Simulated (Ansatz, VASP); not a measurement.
## One calculation of NaF, two programs

The input INCAR:

```
PREC = Accurate ; ENCUT = 600
EDIFF = 1E-6 ; ISMEAR = 0
SIGMA = 0.01 ; LREAL = F
LASPH = T ; NELM = 100
ALGO = Normal ; ISIF = 3
LWAVE = F ; LCHARG = F
IBRION = 2 ; NSW = 80
EDIFFG = -0.001
```

The input KPOINTS:

```
regular mesh
0
Gamma
  10 10 10
```

POSCAR

```
NaF
1.0
    0.0000000000      2.2518000710      2.2518000710
    2.2518000710      0.0000000000      2.2518000710
    2.2518000710      2.2518000710      0.0000000000
Na F
1 1
Direct
    0.0000000000      0.0000000000      0.0000000000
    0.5000000000      0.5000000000      0.5000000000
```

Input for Ansatz:

```yaml
crystal:
  lattice:
    - [0.0, 2.251800071, 2.251800071]
    - [2.251800071, 0.0, 2.251800071]
    - [2.251800071, 2.251800071, 0.0]
  atoms:
    - { symbol: Na, position: [0.0, 0.0, 0.0] }
    - { symbol: F, position: [0.5, 0.5, 0.5] }
basis:
  ecutwfc: 420
kpoints:
  mp_grid: { grid: [10, 10, 10] }
hamiltonian:
  xc: lda
scf:
  occupations: { method: fixed }
output:
  forces: true
  stress: true
  eigenvalues: true
relax:
  adjacent_minimum: "off"
  f_tol: 0.001
  max_steps: 60
  cell: { stress_tol: 0.01 }
```

Alike in both runs: task relaxation of cell and atoms; functional LDA; k mesh 10 × 10 × 10; no spin polarisation.

|  | VASP | Ansatz |
| --- | --- | --- |
| version | VASP 6.6.1 | Ansatz 0.2.0 |
| potentials or method | VASP PAW LDA potentials, release 64 (Na_pv, F), cutoff 600 eV | scalar-relativistic, plane waves, PAW |
| occupations | gaussian, width 0.01 eV | fixed |
| valence electrons in the cell | 14 | 16 |

```csv
,VASP,Ansatz,Ansatz less VASP
"gap on the k mesh at the Fermi level, each at its own relaxed structure (eV)",6.45,6.46,+0.009
relaxed volume (Å³/atom),11.39,11.41,+0.024
relaxed cell length with the largest relative difference (Å),3.182,3.184,+0.0022
```

LDA's correlation is that of Perdew and Zunger in VASP and of Perdew and Wang (1992) in Ansatz. VASP's potentials hold 14 valence electrons a cell and Ansatz's 16, so a difference there can come from the potentials and not from the codes.
